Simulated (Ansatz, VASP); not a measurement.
One calculation of C, two programs

```xyz
2
Lattice="1.2280 0.7090 3.3470 -1.2280 0.7090 3.3470 0.0000 -1.4180 3.3470" Properties=species:S:1:pos:R:3 pbc="T T T"
C     0.0000    0.0000    1.6467
C     0.0000    0.0000    8.3943
```

Alike in both runs: task single point; functional LDA; k mesh 12 × 12 × 12; occupations gaussian, width 0.05 eV; no spin polarisation.

|  | VASP | Ansatz |
| --- | --- | --- |
| version | VASP 6.6.1 | Ansatz 0.2.0 |
| potentials or method | VASP PAW LDA potentials, release 64 (C), cutoff 520 eV | scalar-relativistic, plane waves, PAW |
| valence electrons in the cell | 8 | 8 |

```csv
,VASP,Ansatz,Ansatz less VASP
gap on the k mesh at the Fermi level (eV),0.77,0.77,-0.002
least direct gap on the mesh (eV),0.77,0.77,-0.002
pressure (GPa),-3.3,-4.1,-0.80
"traceless stress, the component that is largest in VASP (GPa)",2.26,3.19,+0.925
rms of the force components (eV/Å),0.515,0.518,+0.0034
```

LDA's correlation is that of Perdew and Zunger in VASP and of Perdew and Wang (1992) in Ansatz. Atom by atom the forces differ by 0.003 eV/Å (rms over components).
